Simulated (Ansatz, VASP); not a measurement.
One calculation of AgAuC4N4, two programs

```
Ag C Au N
1.0
     6.24791    0.00000    0.00000
     0.00000    6.24791    0.00000
     0.00000    0.00000    6.24791
Ag C Au N
1 4 1 4
Direct
  0.50000 0.50000 0.50000
  0.19163 0.19163 0.19163
  0.19163 0.80837 0.80837
  0.80837 0.19163 0.80837
  0.80837 0.80837 0.19163
  0.00000 0.00000 0.00000
  0.29986 0.29986 0.29986
  0.29986 0.70014 0.70014
  0.70014 0.29986 0.70014
  0.70014 0.70014 0.29986
```

Alike in both runs: task single point; functional PBE; k mesh 4 × 4 × 4; occupations gaussian, width 0.1 eV; collinear spin.

```csv
,VASP,Ansatz
version,VASP 6.6.1,Ansatz 0.2.0
potentials or method,"VASP PAW PBE potentials, release 64 (Ag, C, Au, N), cutoff 520 eV","scalar-relativistic, plane waves, PAW"
valence electrons in the cell,58,74
```

```csv
,VASP,Ansatz,Ansatz less VASP
gap on the k mesh at the Fermi level (eV),none,none,-
pressure (GPa),0.4,0.1,-0.26
rms of the force components (eV/Å),0.125,0.074,-0.0513
net moment per atom (μB),0.17,0.17,-0.001
size of the moment on the site where the two differ most (μB),0.48,0.34,-0.137
```

Site moments also hang on the region over which each program counts them. Atom by atom the forces differ by 0.199 eV/Å (rms over components). A gap of «none» marks a metal or a gap that the smearing closes. One of these differences is far larger than is usual between the two programs; its cause wasn't traced. VASP's potentials hold 58 valence electrons a cell and Ansatz's 74, so a difference there can come from the potentials and not from the codes.

Spin-orbit coupling is off throughout. Noted on VASP's run: the standard files for N, O and F lose accuracy on very short bonds.
